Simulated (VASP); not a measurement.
# SnO in VASP: notebook

SnO is run at these levels: PBE+D3(BJ); tasks: single point.

Everything below comes from runs of VASP 6.6.1. Logs are shortened: lines on timing, memory, paths and dates and some standing lists are left out, and cuts for length are marked.

### 1 The cell of the first run

The cell holds a slab with vacuum, 8 atoms: a = 3.820 Å, b = 3.820 Å, c = 22.226 Å, α = 90.00°, β = 90.00°, γ = 90.00°.

### 2 Single point, PBE+D3(BJ)

Contents of INCAR:

```
  PREC = Accurate
  ENCUT = 520
  EDIFF = 1E-7
  ISMEAR = 0
  SIGMA = 0.05
  LREAL = F
  LASPH = T
  NELM = 80
  ALGO = Normal
  ISIF = 2
  LWAVE = F
  LCHARG = F
  LDIPOL = T
  IDIPOL = 3
  DIPOL = 0.5 0.5 0.394
  GGA = PE
  IVDW = 12
  NBANDS = 50
```

Contents of KPOINTS:

```
Automatic mesh
0
Gamma
  7 7 1
```

Contents of POSCAR:

```
SnO
1.0
    3.8201526160      0.0002954389      0.0000000000
   -0.0003145156      3.8201526145      0.0000000000
    0.0000000000      0.0000000000     22.2260756252
Sn O
4 4
Direct
    0.9999453016      0.9999453016      0.2024648920
    0.4999453016      0.4999453016      0.3087831576
    0.9999453016      0.9999453016      0.4797535108
    0.4999453016      0.4999453016      0.5860717765
    0.9999461184      0.4999461184      0.2556240248
    0.4999461184      0.9999461184      0.2556240248
    0.9999461184      0.4999461184      0.5329126436
    0.4999461184      0.9999461184      0.5329126436
```

Potentials or basis: VASP PAW PBE potentials, release 64 (Sn_d, O).

On the command line:

```console
> cat potpaw_PBE.64/Sn_d/POTCAR potpaw_PBE.64/O/POTCAR > POTCAR
> mpirun -np 1 vasp_std > vasp.out
```

OUTCAR:

```text
PREC = Accurate
   ENCUT = 520
   EDIFF = 1E-7
   ISMEAR = 0
   LREAL = F
   LASPH = T
   NELM = 80
   ISIF = 2
   GGA = PE
   IVDW = 12
 IVDW          = 12

 ion  position               nearest neighbor table
   1  1.000  1.000  0.202-   6 2.25   5 2.25   6 2.25   5 2.25   2 3.59   2 3.59   2 3.59   2 3.59

   2  0.500  0.500  0.309-   5 2.25   6 2.25   5 2.25   6 2.25   1 3.59   1 3.59   1 3.59   1 3.59

   3  1.000  1.000  0.480-   8 2.25   7 2.25   8 2.25   7 2.25   4 3.59   4 3.59   4 3.59   4 3.59

   4  0.500  0.500  0.586-   7 2.25   8 2.25   7 2.25   8 2.25   3 3.59   3 3.59   3 3.59   3 3.59

   5  1.000  0.500  0.256-   2 2.25   1 2.25   2 2.25   1 2.25
   6  0.500  1.000  0.256-   1 2.25   2 2.25   1 2.25   2 2.25
   7  1.000  0.500  0.533-   3 2.25   4 2.25   3 2.25   4 2.25
   8  0.500  1.000  0.533-   3 2.25   4 2.25   3 2.25   4 2.25

  LATTYP: Found a simple tetragonal cell.
 ALAT       =     3.8201526274
 C/A-ratio  =     5.8181119429

  Lattice vectors:

 A1 = (   3.8201526160,   0.0002954389,   0.0000000000)
 A2 = (  -0.0003145156,   3.8201526145,   0.0000000000)
 A3 = (   0.0000000000,   0.0000000000,  22.2260756252)

Analysis of symmetry for initial positions (statically):
=====================================================================
 Subroutine PRICEL returns:
 Original cell was already a primitive cell.

 Routine SETGRP: Setting up the symmetry group for a
 simple tetragonal supercell.

 Subroutine GETGRP returns: Found 16 space group operations
 (whereof  2 operations were pure point group operations)
 out of a pool of 16 trial point group operations.

The static configuration has the point symmetry C_1h.
 The point group associated with its full space group is D_4h.

Analysis of symmetry for dynamics (positions and initial velocities):
=====================================================================
 Subroutine PRICEL returns:
 Original cell was already a primitive cell.

 Routine SETGRP: Setting up the symmetry group for a
 simple tetragonal supercell.

 Subroutine GETGRP returns: Found 16 space group operations
 (whereof  2 operations were pure point group operations)
 out of a pool of 16 trial point group operations.

The dynamic configuration has the point symmetry C_1h.
 The point group associated with its full space group is D_4h.

 Subroutine INISYM returns: Found 16 space group operations
 (whereof  2 operations are pure point group operations),
 and found     1 'primitive' translations

----------------------------------------------------------------------------------------

                                     Primitive cell

  volume of cell :     324.3577

  direct lattice vectors                    reciprocal lattice vectors
     3.820152616  0.000295439  0.000000000     0.261769645  0.000021552  0.000000000
    -0.000314516  3.820152614  0.000000000    -0.000020244  0.261769645  0.000000000
     0.000000000  0.000000000 22.226075625     0.000000000  0.000000000  0.044992198

  length of vectors
     3.820152627  3.820152627 22.226075625     0.261769646  0.261769646  0.044992198

  position of ions in fractional coordinates (direct lattice)
     0.999945302  0.999945302  0.202464892
     0.499945302  0.499945302  0.308783158
     0.999945302  0.999945302  0.479753511
     0.499945302  0.499945302  0.586071776
     0.999946118  0.499946118  0.255624025
     0.499946118  0.999946118  0.255624025
     0.999946118  0.499946118  0.532912644
     0.499946118  0.999946118  0.532912644

  ion indices of the primitive-cell ions
   primitive index   ion index
                 1           1
                 2           2
                 3           3
                 4           4
                 5           5
                 6           6
                 7           7
                 8           8

----------------------------------------------------------------------------------------

 KPOINTS: Automatic mesh

Automatic generation of k-mesh.
 Grid dimensions read from file:
 generate k-points for:    7    7    1

 Generating k-lattice:

  Cartesian coordinates                     Fractional coordinates (reciprocal lattice)
     0.037395664  0.000003079  0.000000000     0.142857143 -0.000000000  0.000000000
    -0.000002892  0.037395664  0.000000000     0.000000000  0.142857143  0.000000000
     0.000000000  0.000000000  0.044992198     0.000000000  0.000000000  1.000000000

  Length of vectors
     0.037395664  0.037395664  0.044992198

  Shift w.r.t. Gamma in fractional coordinates (k-lattice)
     0.000000000  0.000000000  0.000000000

 Subroutine IBZKPT returns following result:
 ===========================================

 Found     10 irreducible k-points:

 Following reciprocal coordinates:
            Coordinates               Weight
  0.000000  0.000000  0.000000      1.000000
  0.142857  0.000000  0.000000      4.000000
  0.285714  0.000000  0.000000      4.000000
  0.428571  0.000000  0.000000      4.000000
  0.142857  0.142857  0.000000      4.000000
  0.285714  0.142857  0.000000      8.000000
  0.428571  0.142857  0.000000      8.000000
  0.285714  0.285714  0.000000      4.000000
  0.428571  0.285714  0.000000      8.000000
  0.428571  0.428571  0.000000      4.000000
   k-points           NKPTS =     10   k-points in BZ     NKDIM =     10   number of bands    NBANDS=     50
   number of dos      NEDOS =    301   number of ions     NIONS =      8
   total plane-waves  NPLWV = 131712
   dimension x,y,z NGX =    28 NGY =   28 NGZ =  168
   dimension x,y,z NGXF=    56 NGYF=   56 NGZF=  336
   ions per type =               4   4
   NGX,Y,Z   is equivalent  to a cutoff of  12.19, 12.19, 12.57 a.u.
   NGXF,Y,Z  is equivalent  to a cutoff of  24.37, 24.37, 25.13 a.u.
 SYSTEM =  unknown system
   PREC   = accura    normal or accurate (medium, high low for compatibility)
   ISTART =      0    job   : 0-new  1-cont  2-samecut
   ICHARG =      2    charge: 1-file 2-atom 10-const
   ISPIN  =      1    spin polarized calculation?
   LNONCOLLINEAR =      F non collinear calculations
   LSORBIT =      F    spin-orbit coupling
   LASPH  =      T    aspherical Exc in radial PAW
   ENCUT  =  520.0 eV  38.22 Ry    6.18 a.u.   7.10  7.10 41.33*2*pi/ulx,y,z
   NELM   =     80;   NELMIN=  2; NELMDL= -5     # of ELM steps
   EDIFF  = 0.1E-06   stopping-criterion for ELM
   LREAL  =      F    real-space projection
   EDIFFG = 0.1E-05   stopping-criterion for IOM
   NSW    =      0    number of steps for IOM
   IBRION =     -1    ionic relax: 0-MD 1-quasi-New 2-CG
   NFREE  =      0    steps in history (QN), initial steepest desc. (CG)
   ISIF   =      2    stress and relaxation
   ISYM   =      2    0-nonsym 1-usesym 2-fastsym
   POTIM  = 0.5000    time-step for ionic-motion
   TEBEG  =    0.0;   TEEND  =   0.0 temperature during run
   PSTRESS=    0.0 pullay stress
   NELECT =      80.0000    total number of electrons
   NUPDOWN=      -1.0000    fix difference up-down
   EMIN   =  10.00;   EMAX   =-10.00  energy-range for DOS
   EFERMI =   0.00;   METHOD = LEGACY
   ISMEAR =     0;   SIGMA  =   0.05  broadening in eV -4-tet -1-fermi 0-gaus
   EFERMI_NEDOS =   21; number of points for ismear=-14 and -15
   IALGO  =     38    algorithm
   IMIX   =      4    mixing-type and parameters
     AMIX     =   0.40;   BMIX     =  1.00
     AMIX_MAG =   1.60;   BMIX_MAG =  1.00
  volume/ion in A,a.u.               =      40.54       273.61
  Fermi-wavevector in a.u.,A,eV,Ry     =   1.026668  1.940121 14.341187  1.054047
  Thomas-Fermi vector in A             =   2.160573
   LORBIT       =      0    0 simple, 1 ext, 2 COOP (PROOUT), +10 PAW based schemes
   GGA     = PE    functional components
   LHFCALC =     F    Hartree Fock is set to
   AEXX    =    0.0000 exact exchange contribution
   IVDW    =    12    specifies the selected vdW correction
   LEPSILON=     F    determine dielectric tensor
   LRPA    =     F    only Hartree local field effects (RPA)
 non-spin polarized calculation
 Gauss-broadening in eV      SIGMA  =   0.05
  energy-cutoff  :      520.00
  volume of cell :      324.36
 maximum number of plane-waves:      8769
   NGX = 15   NGY = 15   NGZ = 83

 dipolmoment           0.000000      0.000000      0.000209 electrons x Angstroem

 number of electron      79.9999969 magnetization

 dipolmoment           0.000000      0.000000     -0.000002 electrons x Angstroem

 Free energy of the ion-electron system (eV)
  ---------------------------------------------------
  ext. energy  EPLUGINS =         0.00000000
  ---------------------------------------------------
  free energy    TOTEN  =       -45.22079999 eV

  energy without entropy =      -45.22079999  energy(sigma->0) =      -45.22079999

 E-fermi :   0.1324     XC(G=0):  -5.2831

 val. band max:       -0.1459885662   @ k =   0.1429   0.0000   0.0000
 cond. band min:       2.3204231013   @ k =   0.4286   0.4286   0.0000
 fundamental gap:      2.4664116675
 Fermi energy:         0.1323985198

 k-point     1 :       0.0000    0.0000    0.0000
  band No.  band energies     occupation
      1     -21.0706      2.00000
      2     -21.0704      2.00000
      3     -20.7104      2.00000
      4     -20.7101      2.00000
      5     -20.6726      2.00000
      6     -20.6726      2.00000
[... 42 lines left out ...]
     49       5.2741      0.00000
     50       5.2741      0.00000

 k-point     2 :       0.1429    0.0000    0.0000
  band No.  band energies     occupation
      1     -21.0616      2.00000
      2     -21.0614      2.00000
      3     -20.7110      2.00000
      4     -20.7107      2.00000
      5     -20.6742      2.00000
      6     -20.6737      2.00000
[... 42 lines left out ...]
     49       5.4206      0.00000
     50       5.4471      0.00000

 k-point     3 :       0.2857    0.0000    0.0000
  band No.  band energies     occupation
      1     -21.0365      2.00000
      2     -21.0365      2.00000
      3     -20.8071      2.00000
      4     -20.8065      2.00000
      5     -20.6783      2.00000
      6     -20.6782      2.00000
[... 42 lines left out ...]
     49       5.6105      0.00000
     50       5.6615      0.00000

 k-point     4 :       0.4286    0.0000    0.0000
  band No.  band energies     occupation
      1     -20.9927      2.00000
      2     -20.9925      2.00000
      3     -20.9180      2.00000
      4     -20.9176      2.00000
      5     -20.6816      2.00000
      6     -20.6811      2.00000
[... 42 lines left out ...]
     49       6.3882      0.00000
     50       6.5412      0.00000

 k-point     5 :       0.1429    0.1429    0.0000
  band No.  band energies     occupation
      1     -21.0540      2.00000
      2     -21.0538      2.00000
      3     -20.7228      2.00000
      4     -20.7224      2.00000
      5     -20.6977      2.00000
      6     -20.6974      2.00000
[... 42 lines left out ...]
     49       5.2840      0.00000
     50       5.5090      0.00000

 k-point     6 :       0.2857    0.1429    0.0000
  band No.  band energies     occupation
      1     -21.0330      2.00000
      2     -21.0329      2.00000
      3     -20.8308      2.00000
      4     -20.8305      2.00000
      5     -20.6804      2.00000
      6     -20.6801      2.00000
[... 42 lines left out ...]
     49       5.5973      0.00000
     50       5.7073      0.00000

 k-point     7 :       0.4286    0.1429    0.0000
  band No.  band energies     occupation
      1     -20.9957      2.00000
      2     -20.9957      2.00000
      3     -20.9299      2.00000
      4     -20.9299      2.00000
      5     -20.6798      2.00000
      6     -20.6794      2.00000
[... 42 lines left out ...]
     49       6.0590      0.00000
     50       6.1216      0.00000

 k-point     8 :       0.2857    0.2857    0.0000
  band No.  band energies     occupation
      1     -21.0244      2.00000
      2     -21.0240      2.00000
      3     -20.8964      2.00000
      4     -20.8961      2.00000
      5     -20.6728      2.00000
      6     -20.6723      2.00000
[... 42 lines left out ...]
     49       5.5149      0.00000
     50       5.6143      0.00000

 k-point     9 :       0.4286    0.2857    0.0000
  band No.  band energies     occupation
      1     -21.0056      2.00000
      2     -21.0050      2.00000
      3     -20.9635      2.00000
      4     -20.9629      2.00000
      5     -20.6755      2.00000
      6     -20.6753      2.00000
[... 42 lines left out ...]
     49       5.8314      0.00000
     50       6.0862      0.00000

 k-point    10 :       0.4286    0.4286    0.0000
  band No.  band energies     occupation
      1     -21.0115      2.00000
      2     -21.0106      2.00000
      3     -20.9976      2.00000
      4     -20.9967      2.00000
      5     -20.6776      2.00000
      6     -20.6776      2.00000
[... 42 lines left out ...]
     49       5.8105      0.00000
     50       6.0869      0.00000

------------------------ aborting loop because EDIFF is reached ----------------------------------------

 vacuum level on the upper side and lower side of the slab       (xc-potential included)        -0.132        -0.132

 Edisp (eV)   -1.27742

 E8    (eV) :    -0.5660

  FORCE on cell =-STRESS in cart. coord.  units (eV):
  Direction    XX          YY          ZZ          XY          YZ          ZX
  --------------------------------------------------------------------------------------
  -------------------------------------------------------------------------------------
  Total       0.09970     0.09970    -0.58166    -0.00000    -0.00000    -0.00000
  in kB       0.49250     0.49250    -2.87313    -0.00000    -0.00000    -0.00000
  external pressure =       -0.63 kB  Pullay stress =        0.00 kB

 VOLUME and BASIS-vectors are now :
 -----------------------------------------------------------------------------
  energy-cutoff  :      520.00
  volume of cell :      324.36
      direct lattice vectors                 reciprocal lattice vectors
     3.820152616  0.000295439  0.000000000     0.261769645  0.000021552  0.000000000
    -0.000314516  3.820152614  0.000000000    -0.000020244  0.261769645  0.000000000
     0.000000000  0.000000000 22.226075625     0.000000000  0.000000000  0.044992198

 POSITION                                       TOTAL-FORCE (eV/Angst)
 -----------------------------------------------------------------------------------
      3.81963      3.82024      4.50000        -0.000000     -0.000000     -0.069138
      1.90971      1.91002      6.86304        -0.000000     -0.000000      0.201214
      3.81963      3.82024     10.66304        -0.000000     -0.000000     -0.201214
      1.90971      1.91002     13.02608        -0.000000     -0.000000      0.069138
      3.81979      1.91017      5.68152        -0.000000      0.000000      0.020727
      1.90956      3.82009      5.68152         0.000000     -0.000000      0.020727
      3.81979      1.91017     11.84456         0.000000      0.000000     -0.020727
      1.90956      3.82009     11.84456         0.000000      0.000000     -0.020727
 -----------------------------------------------------------------------------------
    total drift:                               -0.013975     -0.013977     -0.000079

  FREE ENERGIE OF THE ION-ELECTRON SYSTEM (eV)
  ---------------------------------------------------
  free  energy   TOTEN  =       -46.4982223994 eV

  energy  without entropy=      -46.4982223994  energy(sigma->0) =      -46.49822240

 vacuum level on the upper side and lower side of the slab         4.799         4.800
```

Wall time 4.8 min (1 thread of Intel Xeon Platinum 8488C (Sapphire Rapids), shared host); peak memory 0.4 GiB.

Results:

| Quantity | Value |
| --- | --- |
| Free energy | -46.4982 eV |
| Largest force | 0.201 eV/Å |
| Band gap on the k mesh | 2.47 eV, indirect (least direct gap 2.52 eV) |
| Dispersion energy per atom | -0.160 eV |

Forces on the atoms (eV/Å):
```
Sn   0.000  0.000 -0.069
Sn   0.000  0.000  0.201
Sn   0.000  0.000 -0.201
Sn   0.000  0.000  0.069
O    0.000  0.000  0.021
O    0.000  0.000  0.021
O    0.000  0.000 -0.021
O    0.000  0.000 -0.021
```

Levels at points of the mesh, in eV from the valence-band top:
```
           k point  band 38  band 39  band 40  band 41  band 42  band 43
(0.00, 0.00, 0.00)    -2.01    -0.71    -0.02     2.50     2.79     2.81
```

Caveat: spin-orbit coupling is left out, which moves the levels of the heavy elements.

### 3 Single point, PBE+D3(BJ)

Contents of INCAR:

```
SYSTEM = SnO
PREC     = Accurate       ! precision mode
ENCUT    = 520            ! plane-wave cutoff, eV
EDIFF    = 1E-6           ! SCF threshold, eV
ISMEAR   = 0              ! smearing method
SIGMA    = 0.05           ! smearing width, eV
LREAL    = .FALSE.        ! projectors in reciprocal space
LASPH    = .TRUE.         ! aspherical terms in the spheres
NELM     = 100            ! most SCF steps
ALGO     = Normal         ! electronic algorithm
ISIF     = 2              ! what is computed and relaxed
LWAVE    = .FALSE.        ! write WAVECAR
LCHARG   = .FALSE.        ! write CHGCAR
LDIPOL   = .TRUE.       
IDIPOL   = 3            
DIPOL    = 0.5 0.5 0.394
GGA      = PE             ! functional
IVDW     = 12             ! dispersion correction
NBANDS   = 50             ! bands
```

Contents of KPOINTS:

```
Automatic mesh
0
G
  7 7 1
  0 0 0
```

POSCAR is that of step 2.

Potentials or basis: VASP PAW PBE potentials, release 64 (Sn_d, O).

On the command line:

```console
> cat potpaw_PBE.64/Sn_d/POTCAR potpaw_PBE.64/O/POTCAR > POTCAR
> mpirun -np 1 vasp_std > vasp.out
```

It took 7.7 min on 1 thread of Oxide Virtual Turin-like, shared host; peak memory 0.35 GiB.

It converged, with:

```yaml
Free_energy: -46.4982 eV
Largest_force: 0.201 eV/Å
Band_gap_on_the_k_mesh: 2.47 eV, indirect (least direct gap 2.52 eV)
Dispersion_energy_per_atom: -0.160 eV
```

Forces on the atoms (eV/Å):
```
Sn   0.000  0.000 -0.069
Sn   0.000  0.000  0.201
Sn   0.000  0.000 -0.201
Sn   0.000  0.000  0.069
O    0.000  0.000  0.021
O    0.000  0.000  0.021
O    0.000  0.000 -0.021
O    0.000  0.000 -0.021
```

Levels at points of the mesh, in eV from the valence-band top:
```csv
k point,band 37,band 38,band 39,band 40,band 41,band 42,band 43,band 44
"(0.00, 0.00, 0.00)",-2.01,-2.01,-0.71,-0.02,2.50,2.79,2.81,3.95
```

Caveat: spin-orbit coupling is left out, which moves the levels of the heavy elements.
